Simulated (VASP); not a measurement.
Input of a VASP 6.6.1 run:

INCAR

```
  PREC = Accurate
  ENCUT = 520
  EDIFF = 1E-7
  ISMEAR = 0
  SIGMA = 0.1
  LREAL = False
  LASPH = True
  NELM = 100
  ALGO = Fast
  ISIF = 2
  LWAVE = False
  LCHARG = False
  GGA = PE
  NBANDS = 18
```

Contents of KPOINTS:

```
Automatic mesh
0
Gamma
  24 24 12
```

File POSCAR:

```
Ag
1.0
    2.9639392680      0.0000000000      0.0000000000
   -1.4819696340      2.5668467014      0.0000000000
    0.0000000000      0.0000000000      4.7671797509
Ag
2
Direct
    0.3333333333      0.6666666667      0.2500000000
    0.6666666667      0.3333333333      0.7500000000
```

Potentials or basis: VASP PAW PBE potentials, release 64 (Ag).

Command:

```bash
$ cat potpaw_PBE.64/Ag/POTCAR > POTCAR
$ mpirun -np 1 vasp_std > vasp.out
```

What does it give for the band gap on the k mesh?

Zero (band 11 reaches 11.47 eV, above the bottom of band 12 at 4.25 eV).

Estimate the pressure.

-1.3 GPa.

Stress tensor (GPa, compression positive):
```
-1.87  0.00  0.00
 0.00 -1.87  0.00
 0.00  0.00 -0.03
```

Caveat: the cell differs from its parent crystal (biaxial strain in the a-b plane: +1.0 %, then relaxed in part).
